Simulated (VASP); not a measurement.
# NbC (lda) (Fm-3m) in VASP: a series of runs, part 2 of 2

VASP 6.6.1. The steps go on from the part before.

## (4) Relaxation of cell and atoms, LDA

File INCAR:

```
PREC     = Accurate       # precision mode
ENCUT    = 600            # plane-wave cutoff, eV
EDIFF    = 1E-7           # SCF threshold, eV
ISMEAR   = 0              # smearing method
SIGMA    = 0.1            # smearing width, eV
LREAL    = F              # projectors in reciprocal space
LASPH    = T              # aspherical terms in the spheres
NELM     = 120            # most SCF steps
ALGO     = Normal         # electronic algorithm
ISIF     = 3              # what is computed and relaxed
LWAVE    = F              # write WAVECAR
LCHARG   = F              # write CHGCAR
GGA      = CA             # functional
IBRION   = 2              # ionic algorithm
NSW      = 100            # ionic steps
EDIFFG   = -0.05          # ionic threshold
GGA_COMPAT= F            
NELMIN   = 4
```

File KPOINTS:

```
regular mesh
0
Gamma
  8 8 8
```

File POSCAR:

```
NbC
1.0
    0.0000000000      2.2540454600      2.2540454600
    2.2540454600      0.0000000000      2.2540454600
    2.2540454600      2.2540454600      0.0000000000
Nb C
1 1
Direct
    0.0000000000      0.0000000000      0.0000000000
    0.5000000000      0.5000000000      0.5000000000
```

Potentials or basis: VASP PAW LDA potentials, release 64 (Nb_sv, C).

Run with:

```
> cat potpaw_LDA.64/Nb_sv/POTCAR potpaw_LDA.64/C/POTCAR > POTCAR
> mpirun -np 1 vasp_std > vasp.out
```

OUTCAR:

```text
PREC = Accurate
   ENCUT = 600
   EDIFF = 1E-7
   ISMEAR = 0
   LREAL = F
   LASPH = T
   NELM = 120
   ISIF = 3
   GGA = CA
   IBRION = 2
   NSW = 100
   EDIFFG = -0.05
   NELMIN = 4

 ion  position               nearest neighbor table
   1  0.000  0.000  0.000-   2 2.25   2 2.25   2 2.25   2 2.25   2 2.25   2 2.25
   2  0.500  0.500  0.500-   1 2.25   1 2.25   1 2.25   1 2.25   1 2.25   1 2.25

  LATTYP: Found a face centered cubic cell.
 ALAT       =     4.5080909200

  Lattice vectors:

 A1 = (   0.0000000000,   2.2540454600,   2.2540454600)
 A2 = (   2.2540454600,   0.0000000000,   2.2540454600)
 A3 = (   2.2540454600,   2.2540454600,   0.0000000000)

Analysis of symmetry for initial positions (statically):
=====================================================================
 Subroutine PRICEL returns:
 Original cell was already a primitive cell.

 Routine SETGRP: Setting up the symmetry group for a
 face centered cubic supercell.

 Subroutine GETGRP returns: Found 48 space group operations
 (whereof 48 operations were pure point group operations)
 out of a pool of 48 trial point group operations.

The static configuration has the point symmetry O_h .

Analysis of symmetry for dynamics (positions and initial velocities):
=====================================================================
 Subroutine PRICEL returns:
 Original cell was already a primitive cell.

 Routine SETGRP: Setting up the symmetry group for a
 face centered cubic supercell.

 Subroutine GETGRP returns: Found 48 space group operations
 (whereof 48 operations were pure point group operations)
 out of a pool of 48 trial point group operations.

The dynamic configuration has the point symmetry O_h .

 Subroutine INISYM returns: Found 48 space group operations
 (whereof 48 operations are pure point group operations),
 and found     1 'primitive' translations

----------------------------------------------------------------------------------------

                                     Primitive cell

  volume of cell :      22.9044

  direct lattice vectors                    reciprocal lattice vectors
     0.000000000  2.254045460  2.254045460    -0.221823388  0.221823388  0.221823388
     2.254045460  0.000000000  2.254045460     0.221823388 -0.221823388  0.221823388
     2.254045460  2.254045460  0.000000000     0.221823388  0.221823388 -0.221823388

  length of vectors
     3.187701660  3.187701660  3.187701660     0.384209378  0.384209378  0.384209378

  position of ions in fractional coordinates (direct lattice)
     0.000000000  0.000000000  0.000000000
     0.500000000  0.500000000  0.500000000

  ion indices of the primitive-cell ions
   primitive index   ion index
                 1           1
                 2           2

----------------------------------------------------------------------------------------

 KPOINTS: regular mesh

Automatic generation of k-mesh.
 Grid dimensions read from file:
 generate k-points for:    8    8    8

 Generating k-lattice:

  Cartesian coordinates                     Fractional coordinates (reciprocal lattice)
    -0.027727923  0.027727923  0.027727923     0.125000000  0.000000000  0.000000000
     0.027727923 -0.027727923  0.027727923     0.000000000  0.125000000  0.000000000
[... 52 lines left out ...]
   ISPIN  =      1    spin polarized calculation?
   LNONCOLLINEAR =      F non collinear calculations
   LSORBIT =      F    spin-orbit coupling
   LASPH  =      T    aspherical Exc in radial PAW
   ENCUT  =  600.0 eV  44.10 Ry    6.64 a.u.   6.37  6.37  6.37*2*pi/ulx,y,z
   NELM   =    120;   NELMIN=  4; NELMDL= -5     # of ELM steps
   EDIFF  = 0.1E-06   stopping-criterion for ELM
   LREAL  =      F    real-space projection
   EDIFFG = -.5E-01   stopping-criterion for IOM
   NSW    =    100    number of steps for IOM
   IBRION =      2    ionic relax: 0-MD 1-quasi-New 2-CG
   NFREE  =      1    steps in history (QN), initial steepest desc. (CG)
   ISIF   =      3    stress and relaxation
   ISYM   =      2    0-nonsym 1-usesym 2-fastsym
   POTIM  = 0.5000    time-step for ionic-motion
   TEBEG  =    0.0;   TEEND  =   0.0 temperature during run
   PSTRESS=    0.0 pullay stress
   NELECT =      17.0000    total number of electrons
   NUPDOWN=      -1.0000    fix difference up-down
   EMIN   =  10.00;   EMAX   =-10.00  energy-range for DOS
   EFERMI =   0.00;   METHOD = LEGACY
   ISMEAR =     0;   SIGMA  =   0.10  broadening in eV -4-tet -1-fermi 0-gaus
   EFERMI_NEDOS =   21; number of points for ismear=-14 and -15
   IALGO  =     38    algorithm
   IMIX   =      4    mixing-type and parameters
     AMIX     =   0.40;   BMIX     =  1.00
     AMIX_MAG =   1.60;   BMIX_MAG =  1.00
  volume/ion in A,a.u.               =      11.45        77.28
  Fermi-wavevector in a.u.,A,eV,Ry     =   1.482240  2.801027 29.892473  2.197035
  Thomas-Fermi vector in A             =   2.596050
   LORBIT       =      0    0 simple, 1 ext, 2 COOP (PROOUT), +10 PAW based schemes
   GGA     = CA    functional components
   LHFCALC =     F    Hartree Fock is set to
   AEXX    =    0.0000 exact exchange contribution
   IVDW    =     0    specifies the selected vdW correction
   LEPSILON=     F    determine dielectric tensor
   LRPA    =     F    only Hartree local field effects (RPA)
 conjugate gradient relaxation of ions
 non-spin polarized calculation
 Gauss-broadening in eV      SIGMA  =   0.10
  energy-cutoff  :      600.00
  volume of cell :       22.90
 maximum number of plane-waves:       778
 NGX is ok and might be reduce to    28
   NGX = 13   NGY = 13   NGZ = 13

--------------------------------------- Ionic step        1  -------------------------------------------

 number of electron      17.0000000 magnetization

 Free energy of the ion-electron system (eV)
  ---------------------------------------------------
  ext. energy  EPLUGINS =         0.00000000
  ---------------------------------------------------
  free energy    TOTEN  =       -22.57669276 eV

  energy without entropy =      -22.57246108  energy(sigma->0) =      -22.57457692

------------------------ aborting loop because EDIFF is reached ----------------------------------------

  FORCE on cell =-STRESS in cart. coord.  units (eV):
  Direction    XX          YY          ZZ          XY          YZ          ZX
  --------------------------------------------------------------------------------------
  -------------------------------------------------------------------------------------
  Total       -2.3161622     -2.3161622     -2.3161622      0.0000000     -0.0000000      0.0000000
  in kB     -162.0173564   -162.0173564   -162.0173564      0.0000000     -0.0000000      0.0000000
  external PRESSURE =    -162.0173564 kB  Pullay stress =       0.0000000 kB
[... 95 lines left out ...]
--------------------------------------- Ionic step        4  -------------------------------------------

 number of electron      17.0000001 magnetization

 Free energy of the ion-electron system (eV)
  ---------------------------------------------------
  ext. energy  EPLUGINS =         0.00000000
  ---------------------------------------------------
  free energy    TOTEN  =       -22.64119193 eV

  energy without entropy =      -22.63705057  energy(sigma->0) =      -22.63912125

 E-fermi :  12.9854     XC(G=0): -13.4407

 val. band max:       12.7127232236   @ k =   0.3750   0.1250   0.0000
 cond. band min:      13.0084185508   @ k =  -0.2500   0.1250   0.0000
 fundamental gap:      0.2956953271
 Fermi energy:        12.9853758907

 k-point     1 :       0.0000    0.0000    0.0000
  band No.  band energies     occupation
      1     -42.5298      2.00000
      2     -18.3808      2.00000
      3     -18.3808      2.00000
      4     -18.3808      2.00000
      5      -0.5848      2.00000
      6      11.4627      2.00000
      7      11.4627      2.00000
      8      11.4627      2.00000
      9      12.6177      2.00000
     10      12.6177      2.00000
     11      12.6177      2.00000
     12      13.2198      0.00092
[... 331 lines left out ...]
 k-point    24 :      -0.3750    0.2500    0.1250
  band No.  band energies     occupation
      1     -42.3837      2.00000
      2     -19.1873      2.00000
      3     -18.7220      2.00000
      4     -18.5557      2.00000
      5       2.3457      2.00000
      6       6.2968      2.00000
      7       8.2185      2.00000
      8       8.2602      2.00000
      9      14.2612      0.00000
     10      14.6063      0.00000
     11      16.1862      0.00000
     12      19.8655      0.00000

 [... further k-points ...]

------------------------ aborting loop because EDIFF is reached ----------------------------------------

  FORCE on cell =-STRESS in cart. coord.  units (eV):
  Direction    XX          YY          ZZ          XY          YZ          ZX
  --------------------------------------------------------------------------------------
  -------------------------------------------------------------------------------------
  Total       -0.0124676     -0.0124676     -0.0124676      0.0000000      0.0000000      0.0000000
  in kB       -0.9208213     -0.9208213     -0.9208213      0.0000000      0.0000000      0.0000000
  external PRESSURE =      -0.9208213 kB  Pullay stress =       0.0000000 kB
[... 17 lines left out ...]
  FREE ENERGIE OF THE ION-ELECTRON SYSTEM (eV)
  ---------------------------------------------------
  free  energy   TOTEN  =       -22.6411919344 eV

  energy  without entropy=      -22.6370505664  energy(sigma->0) =      -22.63912125

 reached required accuracy - stopping structural energy minimisation
```

Run time: 35 s. Hardware: 1 thread of Intel Xeon Platinum 8259CL at 2.50GHz (Skylake/Cascade Lake), shared host; peak memory 0.16 GiB.

Results:

```
Free energy                            : -22.6412 eV
Relaxed volume                         : 10.85 Å³/atom
Relaxed cell                           : a = 3.130 Å, b = 3.130 Å, c = 3.130 Å, α = 60.00°, β = 60.00°, γ = 60.00°
Space group after relaxing (to 0.05 Å) : Fm-3m (No. 225)
Energy gained by relaxing              : 32.2 meV/atom
Ionic steps                            : 4
Pressure after relaxing                : -0.1 GPa
```

The path:
```csv
step,energy change (eV),largest force (eV/Å),pressure (GPa),volume (Å³)
1,0.0000,0.0000,-16.20,22.90
2,0.2763,0.0000,50.12,19.28
3,-0.0644,0.0000,-0.77,21.74
4,-0.0645,0.0000,-0.09,21.69
```

Final structure:
```
CELL_PARAMETERS angstrom
0.00000 2.21359 2.21359
2.21359 0.00000 2.21359
2.21359 2.21359 0.00000
ATOMIC_POSITIONS crystal
Nb 0.00000 0.00000 0.00000
C 0.50000 0.50000 0.50000
```

Levels at points of the mesh, in eV from the Fermi level:
```csv
k point,band 6,band 7,band 8,band 9,band 10,band 11,band 12
"(0.00, 0.00, 0.00)",-1.52,-1.52,-1.52,-0.37,-0.37,-0.37,0.23
"(0.50, 0.00, 0.00)",-7.86,-5.40,-5.40,2.09,2.09,3.57,5.77
"(0.50, 0.50, 0.00)",-4.49,-3.93,-1.42,-1.42,1.95,3.24,3.24
```

## (5) Single point, LDA

This run uses another cell than the first one, of 10.85 Å³/atom, 0.947 times its volume.

File INCAR:

```
SYSTEM = NbC
ALGO = Normal
EDIFF = 1E-6
ENCUT = 600
GGA = CA
GGA_COMPAT = .FALSE.
ISIF = 2
ISMEAR = 0
LASPH = .TRUE.
LCHARG = .FALSE.
LREAL = .FALSE.
LWAVE = .FALSE.
NBANDS = 16
NELM = 120
PREC = Accurate
SIGMA = 0.1
```

File KPOINTS:

```
k-points
0
G
  16 16 16
  0 0 0
```

File POSCAR:

```
NbC
1.0
    0.0000000000      2.2134934031      2.2134934031
    2.2134934031      0.0000000000      2.2134934031
    2.2134934031      2.2134934031      0.0000000000
Nb C
1 1
Direct
    0.0000000000      0.0000000000      0.0000000000
    0.5000000000      0.5000000000      0.5000000000
```

Run with:

```
> cat potpaw_LDA.64/Nb_sv/POTCAR potpaw_LDA.64/C/POTCAR > POTCAR
> mpirun -np 1 vasp_std > vasp.out
```

Run time: 52 s. Hardware: 1 thread of Intel Xeon Platinum 8259CL at 2.50GHz (Skylake/Cascade Lake), shared host; peak memory 0.19 GiB.

It converged, with:

```yaml
Free_energy: -22.6464 eV
Pressure: -0.1 GPa
```

Levels at points of the mesh, in eV from the Fermi level:
| k point | band 6 | band 7 | band 8 | band 9 | band 10 | band 11 | band 12 | band 13 |
| --- | --- | --- | --- | --- | --- | --- | --- | --- |
| (0.00, 0.00, 0.00) | -1.36 | -1.36 | -1.36 | -0.21 | -0.21 | -0.21 | 0.40 | 0.40 |
| (0.50, 0.00, 0.00) | -7.70 | -5.24 | -5.24 | 2.25 | 2.25 | 3.73 | 5.93 | 9.26 |
| (0.50, 0.50, 0.00) | -4.33 | -3.77 | -1.26 | -1.26 | 2.11 | 3.40 | 3.40 | 6.92 |

## (6) Relaxation of cell and atoms, LDA

This run uses another cell than the first one, of 10.85 Å³/atom, 0.947 times its volume.

File INCAR:

```
SYSTEM = NbC
ALGO = Normal ; EDIFF = 1E-7
EDIFFG = -0.002 ; ENCUT = 600
GGA_COMPAT = .FALSE. ; IBRION = 2
ISIF = 3 ; ISMEAR = 0
LASPH = .TRUE. ; LCHARG = .FALSE.
LREAL = .FALSE. ; LWAVE = .FALSE.
NELM = 120 ; NELMIN = 4
NSW = 100 ; PREC = Accurate
SIGMA = 0.1
```

KPOINTS is that of step 5.

File POSCAR:

```
NbC
1.0
    0.0000000000      2.2138163759      2.2138163759
    2.2138163759      0.0000000000      2.2138163759
    2.2138163759      2.2138163759      0.0000000000
Nb C
1 1
Direct
    0.0000000000      0.0000000000      0.0000000000
    0.5000000000      0.5000000000      0.5000000000
```

Potentials or basis: VASP PAW LDA potentials, release 64 (Nb_sv, C).

Run with:

```
> cat potpaw_LDA.64/Nb_sv/POTCAR potpaw_LDA.64/C/POTCAR > POTCAR
> mpirun -np 1 vasp_std > vasp.out
```

Wall time 1.8 min (1 thread of Intel Xeon Platinum 8259CL at 2.50GHz (Skylake/Cascade Lake), shared host); peak memory 0.18 GiB.

Results (log left out):

* Free energy: -22.6465 eV
* Relaxed volume: 10.84 Å³/atom
* Relaxed cell: a = 3.130 Å, b = 3.130 Å, c = 3.130 Å, α = 60.00°, β = 60.00°, γ = 60.00°
* Space group after relaxing (to 0.05 Å): Fm-3m (No. 225)
* Energy gained by relaxing: 0.0 meV/atom
* Ionic steps: 3
* Pressure after relaxing: 0.0 GPa

Final structure:
```cif
data_structure
_symmetry_space_group_name_H-M 'P 1'
_symmetry_Int_Tables_number 1
_cell_length_a 3.1302
_cell_length_b 3.1302
_cell_length_c 3.1302
_cell_angle_alpha 60.000
_cell_angle_beta 60.000
_cell_angle_gamma 60.000
_cell_volume 21.69
loop_
_atom_site_label
_atom_site_type_symbol
_atom_site_fract_x
_atom_site_fract_y
_atom_site_fract_z
_atom_site_occupancy
Nb1 Nb 0.00000 0.00000 0.00000 1
C1 C 0.50000 0.50000 0.50000 1
```

Levels at points of the mesh, in eV from the Fermi level:
| k point | band 7 | band 8 | band 9 | band 10 | band 11 | band 12 |
| --- | --- | --- | --- | --- | --- | --- |
| (0.00, 0.00, 0.00) | -1.36 | -1.36 | -0.21 | -0.21 | -0.21 | 0.40 |
| (0.50, 0.00, 0.00) | -5.24 | -5.24 | 2.25 | 2.25 | 3.73 | 5.93 |
| (0.50, 0.50, 0.00) | -3.77 | -1.26 | -1.26 | 2.11 | 3.41 | 3.41 |

## (7) Summary

| task | cell | k mesh | gap on the mesh (eV) | pressure (GPa) | relaxed volume (Å³/atom) |
| --- | --- | --- | --- | --- | --- |
| single point | a = 3.188 Å, angles 60.0°, 2 atoms | 8 × 8 × 8 | none | -16.3 | - |
| single point | a = 3.131 Å, angles 60.0°, 2 atoms | 8 × 8 × 8 | none | -0.2 | - |
| relaxation of cell and atoms | relaxed from a = 3.188 Å, angles 60.0°, 2 atoms | 8 × 8 × 8 | none | -0.1 | 10.85 |
| single point | a = 3.130 Å, angles 60.0°, 2 atoms | 16 × 16 × 16 | none | -0.1 | - |
| relaxation of cell and atoms | relaxed from a = 3.131 Å, angles 60.0°, 2 atoms | 16 × 16 × 16 | none | 0.0 | 10.84 |

Alike in all rows: level LDA; potentials or basis VASP PAW LDA potentials, release 64 (Nb_sv, C); no spin polarisation; cutoff (eV) 600; smearing gaussian 0.1 eV.

Absolute energies hang on the potentials; compare differences alone.
